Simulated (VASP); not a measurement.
**ZnCu: single point with PBEsol**

Crystal: ZnCu.

```
Zn Cu
1.0
     1.56996   -2.27456    0.00000
     1.56996    2.27456    0.00000
     0.00000    0.00000    4.15586
Zn Cu
1 1
Cartesian
  1.5700 0.0000 2.0779
  0.0000 0.0000 0.0000
```

This cell differs from its parent crystal: strained.

```json
{
 "Program": "VASP 6.6.1",
 "Task": "single point",
 "Functional": "PBEsol",
 "Potentials or basis": "VASP PAW PBE potentials, release 64 (Zn, Cu)",
 "Cutoff": "520 eV",
 "k mesh": "18 × 18 × 10",
 "Occupations": "gaussian, width 0.1 eV",
 "Spin": "no spin polarisation"
}
```

```
Pressure               : -14.6 GPa
Band gap on the k mesh : zero (an odd number of electrons rules out a gap without spin polarisation)
```

Stress tensor (GPa, compression positive):
```
-13.75   0.00   0.00
  0.00 -17.80   0.00
  0.00   0.00 -12.26
```

Levels at points of the mesh, in eV from the Fermi level:
| k point | band 10 | band 11 | band 12 | band 13 | band 14 | band 15 |
| --- | --- | --- | --- | --- | --- | --- |
| (0.00, 0.00, 0.00) | -2.35 | -2.25 | -0.78 | 2.43 | 11.91 | 13.33 |
| (0.50, 0.00, 0.00) | -2.40 | -2.11 | -0.86 | 6.43 | 6.48 | 6.54 |
| (0.50, 0.50, 0.00) | -1.90 | -1.83 | 0.65 | 5.22 | 5.66 | 6.46 |
| (0.00, 0.00, 0.50) | -2.52 | -2.37 | -2.27 | 11.86 | 12.07 | 14.29 |
| (0.50, 0.00, 0.50) | -2.03 | -1.87 | -1.07 | 0.82 | 1.88 | 11.79 |
| (0.50, 0.50, 0.50) | -1.84 | 0.74 | 1.23 | 1.69 | 2.61 | 7.69 |

Run time: 75 s on 1 thread of Intel(R) Xeon(R) 6975P-C (Granite Rapids), on a shared host, peak memory 0.4 GiB.

Caveat: the cell differs from its parent crystal (strained); the stress differs along the axes, from -18 to -12 GPa; the PAW data sets were made with another functional, which shifts forces and pressure a little.
